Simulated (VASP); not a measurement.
Input of a VASP 6.6.1 run:

File INCAR:

```
SYSTEM = MnO
PREC = Accurate
ENCUT = 520
EDIFF = 1E-7
ISMEAR = 0
SIGMA = 0.05
LREAL = .False.
LASPH = .True.
NELM = 150
ALGO = Normal
ISIF = 2
LWAVE = .False.
LCHARG = .False.
ISPIN = 2
MAGMOM = 4.47 4.47 0 0
LORBIT = 11
LMAXMIX = 4
LDAU = .True.
LDAUTYPE = 2
LDAUL = 2 -1
LDAUU = 3.9 0
LDAUJ = 0 0
LDAUPRINT = 1
GGA = PE
NBANDS = 31
```

File KPOINTS:

```
Automatic mesh
0
Gamma
  6 6 4
  0 0 0
```

Contents of POSCAR:

```
MnO
1.0
    3.4583733530      0.0000000001      0.0000000000
   -1.7291866766      2.9950391795      0.0000000000
    0.0000000000      0.0000000000      5.1189405163
Mn O
2 2
Direct
    0.3333333333      0.6666666667     -0.0107137029
    0.6666666667      0.3333333333      0.4892862971
    0.3333333333      0.6666666667      0.3971437029
    0.6666666667      0.3333333333      0.8971437029
```

Potentials or basis: VASP PAW PBE potentials, release 64 (Mn_pv, O).

Launch:

```sh
$ cat potpaw_PBE.64/Mn_pv/POTCAR potpaw_PBE.64/O/POTCAR > POTCAR
$ mpirun -np 1 vasp_std > vasp.out
```

Q: Estimate the pressure.

A: 8.8 GPa.

Q: What does it give for the band gap on the k mesh?

A: Zero (filled and empty bands touch).

Eigenvalues of the final occupation matrices:
```tsv
site	spin	trace	eigenvalues
site 1 d	1	4.74	0.94 0.94 0.95 0.95 0.95
site 1 d	2	0.23	0.02 0.02 0.06 0.06 0.07
site 2 d	1	4.74	0.94 0.94 0.95 0.95 0.95
site 2 d	2	0.23	0.02 0.02 0.06 0.06 0.07
```

Caveat: the cell stands under pressure. The state reached can hang on the start; a lower one may exist.
